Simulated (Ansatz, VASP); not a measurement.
Pd in VASP and in Ansatz

```
CELL_PARAMETERS angstrom
2.74106 0.00000 0.00000
0.00000 3.87644 0.00000
0.00000 0.00000 16.30140
ATOMIC_POSITIONS crystal
Pd 0.00000 0.00000 0.33739
Pd 0.50000 0.50000 0.41344
Pd 0.00000 0.00000 0.50000
Pd 0.50000 0.50000 0.58656
Pd 0.00000 0.00000 0.66261
```

Alike in both runs: task single point; functional PBEsol; k mesh 13 × 10 × 1; occupations fermi-dirac, width 0.05 eV; no spin polarisation.

|  | VASP | Ansatz |
| --- | --- | --- |
| version | VASP 6.6.1 | Ansatz 0.2.0 |
| potentials or method | VASP PAW PBE potentials, release 64 (Pd), cutoff 520 eV | all-electron LAPW, scalar-relativistic |

VASP gave:

* rms of the force components (eV/Å): 0.011

Q: Estimate Ansatz's values.

A: rms of the force components (eV/Å): 0.002.

VASP's potentials were made for PBE, not for PBEsol. Atom by atom the forces differ by 0.009 eV/Å (rms over components). Ansatz ran all-electron here, and VASP with PAW potentials. Ansatz's warnings: vacuum density over bound.
